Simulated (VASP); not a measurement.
Here is a VASP 6.6.1 calculation.

INCAR

```
SYSTEM = InAs
  PREC = Accurate
  ENCUT = 500
  EDIFF = 1E-6
  ISMEAR = 0
  SIGMA = 0.1
  LREAL = .FALSE.
  LASPH = .TRUE.
  NELM = 120
  ALGO = Normal
  ISIF = 2
  LWAVE = .FALSE.
  LCHARG = .TRUE.
  LELF = .TRUE.
  LVHAR = .TRUE.
  NBANDS = 16
  GGA_COMPAT = .FALSE.
```

KPOINTS

```
Automatic mesh
0
G
  6 6 6
  0 0 0
```

Contents of POSCAR:

```
InAs
1.0
    0.0000000000      2.8773040000      2.8773040000
    2.8773040000      0.0000000000      2.8773040000
    2.8773040000      2.8773040000      0.0000000000
In As
1 1
Direct
    0.5000000000      0.5000000000      0.5000000000
    0.0000000000      0.0000000000      0.0000000000
```

Potentials or basis: VASP PAW LDA potentials, release 64 (In_d, As).

Run with:

```sh
$ cat potpaw_LDA.64/In_d/POTCAR potpaw_LDA.64/As/POTCAR > POTCAR
$ mpirun -np 1 vasp_std > vasp.out
```

(1) Predict the pressure.

(2) What does it give for the band gap on the k mesh?

Results:

(1) -5.0 GPa.

(2) zero (bands 9 and 10 overlap by 2.61 eV).

Caveat: the cell stands under tension; spin-orbit coupling is left out, which moves the levels of the heavy elements.
